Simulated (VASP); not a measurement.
# Zr2Si2C (P4/mmm) in VASP: single point with PBE

Aim: the single point of Zr2Si2C with PBE.

Everything below comes from runs of VASP 6.6.1. Logs are shortened: lines on timing, memory, paths and dates and some standing lists are left out, and cuts for length are marked.

### Step 1. The cell of the first run

Symmetry: P4/mmm, No. 123, tetragonal system. The conventional cell has a = 4.784 Å, b = 4.784 Å, c = 4.418 Å, α = 90.00°, β = 90.00°, γ = 90.00°. Zr (site symmetry mmm) has 4 Si at 2.64 Å and 4 C at 3.26 Å and 4 Zr at 3.38 Å within 3.5 Å. Within 2.9 Å of Si (site symmetry 4mm) lie 2 Si at 2.16 to 2.26 Å and 4 Zr at 2.64 Å. Within 4.3 Å of C (site symmetry 4/mmm) lie 8 Zr at 3.26 Å and 8 Si at 3.55 Å.

### Step 2. Single point, PBE

INCAR reads:

```
SYSTEM = Zr2Si2C
PREC = Accurate ; ENCUT = 520
EDIFF = 1E-6 ; ISMEAR = 0
SIGMA = 0.1 ; LREAL = .False.
LASPH = .True. ; NELM = 100
ALGO = Normal ; ISIF = 2
LWAVE = .False. ; LCHARG = .False.
GGA = PE ; NBANDS = 26
```

KPOINTS reads:

```
Automatic mesh
0
Gamma
  4 4 4
  0 0 0
```

POSCAR reads:

```
Zr2Si2C
1.0
    4.7835656286      0.0000000000      0.0000000000
    0.0000000000      4.7835656286      0.0000000000
    0.0000000000      0.0000000000      4.4184421645
Zr Si C
2 2 1
Direct
    0.0000000000      0.5000000000      0.5000000000
    0.5000000000      0.0000000000      0.5000000000
    0.5000000000      0.5000000000      0.2447215520
    0.5000000000      0.5000000000      0.7552784480
    0.0000000000      0.0000000000      0.0000000000
```

Potentials or basis: VASP PAW PBE potentials, release 64 (Zr_sv, Si, C).

Started as:

```
$ cat potpaw_PBE.64/Zr_sv/POTCAR potpaw_PBE.64/Si/POTCAR potpaw_PBE.64/C/POTCAR > POTCAR
$ mpirun -np 1 vasp_std > vasp.out
```

OUTCAR:

```text
SYSTEM = Zr2Si2C
   PREC = Accurate
   ENCUT = 520
   EDIFF = 1E-6
   ISMEAR = 0
   LREAL = .False.
   LASPH = .True.
   NELM = 100
   ISIF = 2
   GGA = PE

 ion  position               nearest neighbor table
   1  0.000  0.500  0.500-   3 2.64   4 2.64   3 2.64   4 2.64   2 3.38   2 3.38   2 3.38   2 3.38

   2  0.500  0.000  0.500-   3 2.64   4 2.64   3 2.64   4 2.64   1 3.38   1 3.38   1 3.38   1 3.38

   3  0.500  0.500  0.245-   4 2.16   4 2.26   2 2.64   1 2.64   2 2.64   1 2.64
   4  0.500  0.500  0.755-   3 2.16   3 2.26   1 2.64   2 2.64   2 2.64   1 2.64
   5  0.000  0.000  0.000-

  LATTYP: Found a simple tetragonal cell.
 ALAT       =     4.7835656286
 C/A-ratio  =     0.9236712753

  Lattice vectors:

 A1 = (   4.7835656286,   0.0000000000,   0.0000000000)
 A2 = (   0.0000000000,   4.7835656286,   0.0000000000)
 A3 = (   0.0000000000,   0.0000000000,   4.4184421645)

Analysis of symmetry for initial positions (statically):
=====================================================================
 Subroutine PRICEL returns:
 Original cell was already a primitive cell.

 Routine SETGRP: Setting up the symmetry group for a
 simple tetragonal supercell.

 Subroutine GETGRP returns: Found 16 space group operations
 (whereof 16 operations were pure point group operations)
 out of a pool of 16 trial point group operations.

The static configuration has the point symmetry D_4h.

Analysis of symmetry for dynamics (positions and initial velocities):
=====================================================================
 Subroutine PRICEL returns:
 Original cell was already a primitive cell.

 Routine SETGRP: Setting up the symmetry group for a
 simple tetragonal supercell.

 Subroutine GETGRP returns: Found 16 space group operations
 (whereof 16 operations were pure point group operations)
 out of a pool of 16 trial point group operations.

The dynamic configuration has the point symmetry D_4h.

 Subroutine INISYM returns: Found 16 space group operations
 (whereof 16 operations are pure point group operations),
 and found     1 'primitive' translations

----------------------------------------------------------------------------------------

                                     Primitive cell

  volume of cell :     101.1050

  direct lattice vectors                    reciprocal lattice vectors
     4.783565629  0.000000000  0.000000000     0.209049081  0.000000000  0.000000000
     0.000000000  4.783565629  0.000000000     0.000000000  0.209049081  0.000000000
     0.000000000  0.000000000  4.418442165     0.000000000  0.000000000  0.226324112

  length of vectors
     4.783565629  4.783565629  4.418442165     0.209049081  0.209049081  0.226324112

  position of ions in fractional coordinates (direct lattice)
     0.000000000  0.500000000  0.500000000
     0.500000000  0.000000000  0.500000000
     0.500000000  0.500000000  0.244721552
     0.500000000  0.500000000  0.755278448
     0.000000000  0.000000000  0.000000000

  ion indices of the primitive-cell ions
   primitive index   ion index
                 1           1
                 2           2
                 3           3
                 4           4
                 5           5

----------------------------------------------------------------------------------------

 KPOINTS: Automatic mesh

Automatic generation of k-mesh.
 Grid dimensions read from file:
 generate k-points for:    4    4    4

 Generating k-lattice:

  Cartesian coordinates                     Fractional coordinates (reciprocal lattice)
     0.052262270  0.000000000  0.000000000     0.250000000  0.000000000  0.000000000
     0.000000000  0.052262270  0.000000000     0.000000000  0.250000000  0.000000000
     0.000000000  0.000000000  0.056581028     0.000000000  0.000000000  0.250000000

  Length of vectors
     0.052262270  0.052262270  0.056581028

  Shift w.r.t. Gamma in fractional coordinates (k-lattice)
     0.000000000  0.000000000  0.000000000

 Subroutine IBZKPT returns following result:
 ===========================================

 Found     18 irreducible k-points:

 Following reciprocal coordinates:
            Coordinates               Weight
  0.000000  0.000000  0.000000      1.000000
  0.250000  0.000000  0.000000      4.000000
  0.500000  0.000000  0.000000      2.000000
  0.250000  0.250000  0.000000      4.000000
  0.500000  0.250000  0.000000      4.000000
  0.500000  0.500000  0.000000      1.000000
[... 10 lines left out ...]
  0.500000  0.250000  0.500000      4.000000
  0.500000  0.500000  0.500000      1.000000
   k-points           NKPTS =     18   k-points in BZ     NKDIM =     18   number of bands    NBANDS=     26
   number of dos      NEDOS =    301   number of ions     NIONS =      5
   total plane-waves  NPLWV =  46656
   dimension x,y,z NGX =    36 NGY =   36 NGZ =   36
   dimension x,y,z NGXF=    72 NGYF=   72 NGZF=   72
   ions per type =               2   2   1
   NGX,Y,Z   is equivalent  to a cutoff of  12.51, 12.51, 13.55 a.u.
   NGXF,Y,Z  is equivalent  to a cutoff of  25.02, 25.02, 27.09 a.u.
 SYSTEM =  Zr2Si2C
   PREC   = accura    normal or accurate (medium, high low for compatibility)
   ISTART =      0    job   : 0-new  1-cont  2-samecut
   ICHARG =      2    charge: 1-file 2-atom 10-const
   ISPIN  =      1    spin polarized calculation?
   LNONCOLLINEAR =      F non collinear calculations
   LSORBIT =      F    spin-orbit coupling
   LASPH  =      T    aspherical Exc in radial PAW
   ENCUT  =  520.0 eV  38.22 Ry    6.18 a.u.   8.89  8.89  8.22*2*pi/ulx,y,z
   NELM   =    100;   NELMIN=  2; NELMDL= -5     # of ELM steps
   EDIFF  = 0.1E-05   stopping-criterion for ELM
   LREAL  =      F    real-space projection
   EDIFFG = 0.1E-04   stopping-criterion for IOM
   NSW    =      0    number of steps for IOM
   IBRION =     -1    ionic relax: 0-MD 1-quasi-New 2-CG
   NFREE  =      0    steps in history (QN), initial steepest desc. (CG)
   ISIF   =      2    stress and relaxation
   ISYM   =      2    0-nonsym 1-usesym 2-fastsym
   POTIM  = 0.5000    time-step for ionic-motion
   TEBEG  =    0.0;   TEEND  =   0.0 temperature during run
   PSTRESS=    0.0 pullay stress
   NELECT =      36.0000    total number of electrons
   NUPDOWN=      -1.0000    fix difference up-down
   EMIN   =  10.00;   EMAX   =-10.00  energy-range for DOS
   EFERMI =   0.00;   METHOD = LEGACY
   ISMEAR =     0;   SIGMA  =   0.10  broadening in eV -4-tet -1-fermi 0-gaus
   EFERMI_NEDOS =   21; number of points for ismear=-14 and -15
   IALGO  =     38    algorithm
   IMIX   =      4    mixing-type and parameters
     AMIX     =   0.40;   BMIX     =  1.00
     AMIX_MAG =   1.60;   BMIX_MAG =  1.00
  volume/ion in A,a.u.               =      20.22       136.46
  Fermi-wavevector in a.u.,A,eV,Ry     =   1.160339  2.192722 18.318693  1.346386
  Thomas-Fermi vector in A             =   2.296922
   LORBIT       =      0    0 simple, 1 ext, 2 COOP (PROOUT), +10 PAW based schemes
   GGA     = PE    functional components
   LHFCALC =     F    Hartree Fock is set to
   AEXX    =    0.0000 exact exchange contribution
   IVDW    =     0    specifies the selected vdW correction
   LEPSILON=     F    determine dielectric tensor
   LRPA    =     F    only Hartree local field effects (RPA)
 non-spin polarized calculation
 Gauss-broadening in eV      SIGMA  =   0.10
  energy-cutoff  :      520.00
  volume of cell :      101.11
 maximum number of plane-waves:      2744
 NGX is ok and might be reduce to    36
   NGX = 17   NGY = 17   NGZ = 17

 number of electron      36.0000000 magnetization

 Free energy of the ion-electron system (eV)
  ---------------------------------------------------
  ext. energy  EPLUGINS =         0.00000000
  ---------------------------------------------------
  free energy    TOTEN  =       -31.25095484 eV

  energy without entropy =      -31.22591876  energy(sigma->0) =      -31.23843680

 E-fermi :   6.4788     XC(G=0): -10.1501

 val. band max:        6.4682637306   @ k =   0.5000   0.2500   0.5000
 cond. band min:       6.5044680708   @ k =   0.2500   0.0000   0.5000
 fundamental gap:      0.0362043403
 Fermi energy:         6.4787696249

 k-point     1 :       0.0000    0.0000    0.0000
  band No.  band energies     occupation
      1     -42.7106      2.00000
      2     -42.6603      2.00000
      3     -20.8794      2.00000
      4     -20.8794      2.00000
      5     -20.8045      2.00000
      6     -20.7320      2.00000
[... 18 lines left out ...]
     25       8.5837      0.00000
     26       8.8946      0.00000

 k-point     2 :       0.2500    0.0000    0.0000
  band No.  band energies     occupation
      1     -42.7031      2.00000
      2     -42.6676      2.00000
      3     -20.8483      2.00000
      4     -20.8432      2.00000
      5     -20.7934      2.00000
      6     -20.7421      2.00000
[... 18 lines left out ...]
     25       9.1640      0.00000
     26       9.7773      0.00000

 k-point     3 :       0.5000    0.0000    0.0000
  band No.  band energies     occupation
      1     -42.6854      2.00000
      2     -42.6851      2.00000
      3     -20.7956      2.00000
      4     -20.7891      2.00000
      5     -20.7679      2.00000
      6     -20.7665      2.00000
[... 18 lines left out ...]
     25       9.2176      0.00000
     26      10.2626      0.00000

 k-point     4 :       0.2500    0.2500    0.0000
  band No.  band energies     occupation
      1     -42.6978      2.00000
      2     -42.6727      2.00000
      3     -20.9099      2.00000
      4     -20.7853      2.00000
      5     -20.7490      2.00000
      6     -20.7389      2.00000
[... 18 lines left out ...]
     25       9.0015      0.00000
     26       9.3165      0.00000
[... 322 lines left out ...]
      1     -42.6973      2.00000
      2     -42.6722      2.00000
      3     -20.9074      2.00000
      4     -20.8029      2.00000
      5     -20.7638      2.00000
      6     -20.7376      2.00000
[... 18 lines left out ...]
     25       9.3657      0.00000
     26       9.5783      0.00000

 k-point    17 :       0.5000    0.2500    0.5000
  band No.  band energies     occupation
      1     -42.6847      2.00000
      2     -42.6846      2.00000
      3     -20.9054      2.00000
      4     -20.8222      2.00000
      5     -20.7830      2.00000
      6     -20.7822      2.00000
[... 18 lines left out ...]
     25       9.3746      0.00000
     26       9.5799      0.00000

 k-point    18 :       0.5000    0.5000    0.5000
  band No.  band energies     occupation
      1     -42.6845      2.00000
      2     -42.6845      2.00000
      3     -20.9530      2.00000
      4     -20.8895      2.00000
      5     -20.7818      2.00000
      6     -20.7818      2.00000
[... 18 lines left out ...]
     25       8.5652      0.00000
     26       9.0315      0.00000

------------------------ aborting loop because EDIFF is reached ----------------------------------------

  FORCE on cell =-STRESS in cart. coord.  units (eV):
  Direction    XX          YY          ZZ          XY          YZ          ZX
  --------------------------------------------------------------------------------------
  -------------------------------------------------------------------------------------
  Total       -0.0029793     -0.0029793     -0.1563726      0.0000000     -0.0000000     -0.0000000
  in kB       -0.0472124     -0.0472124     -2.4779844      0.0000000     -0.0000000     -0.0000000
  external PRESSURE =      -0.8574698 kB  Pullay stress =       0.0000000 kB

 VOLUME and BASIS-vectors are now :
 -----------------------------------------------------------------------------
  energy-cutoff  :      520.00
  volume of cell :      101.11
      direct lattice vectors                 reciprocal lattice vectors
     4.783565629  0.000000000  0.000000000     0.209049081  0.000000000  0.000000000
     0.000000000  4.783565629  0.000000000     0.000000000  0.209049081  0.000000000
     0.000000000  0.000000000  4.418442165     0.000000000  0.000000000  0.226324112

 POSITION                                       TOTAL-FORCE (eV/Angst)
 -----------------------------------------------------------------------------------
      0.00000      2.39178      2.20922         0.000000      0.000000      0.000000
      2.39178      0.00000      2.20922         0.000000      0.000000      0.000000
      2.39178      2.39178      1.08129        -0.000000      0.000000     -0.040997
      2.39178      2.39178      3.33715         0.000000     -0.000000      0.040997
      0.00000      0.00000      0.00000         0.000000      0.000000      0.000000
 -----------------------------------------------------------------------------------
    total drift:                                0.000000     -0.000000      0.000000

  FREE ENERGIE OF THE ION-ELECTRON SYSTEM (eV)
  ---------------------------------------------------
  free  energy   TOTEN  =       -31.2509548368 eV

  energy  without entropy=      -31.2259187579  energy(sigma->0) =      -31.23843680
```

It took 31 s on 1 thread of Intel Xeon Platinum 8488C (Sapphire Rapids), shared host; peak memory 0.21 GiB.

What came out:

| Property | Result |
| --- | --- |
| Free energy | -31.2510 eV |
| Pressure | -0.1 GPa |
| Largest force | 0.041 eV/Å |
| Band gap on the k mesh | zero (band 18 reaches 7.19 eV, above the bottom of band 19 at 6.26 eV) |

Forces in eV/Å, atoms in the order of the input:
```
Zr   0.000  0.000  0.000
Zr   0.000  0.000  0.000
Si   0.000  0.000 -0.041
Si   0.000  0.000  0.041
C    0.000  0.000  0.000
```
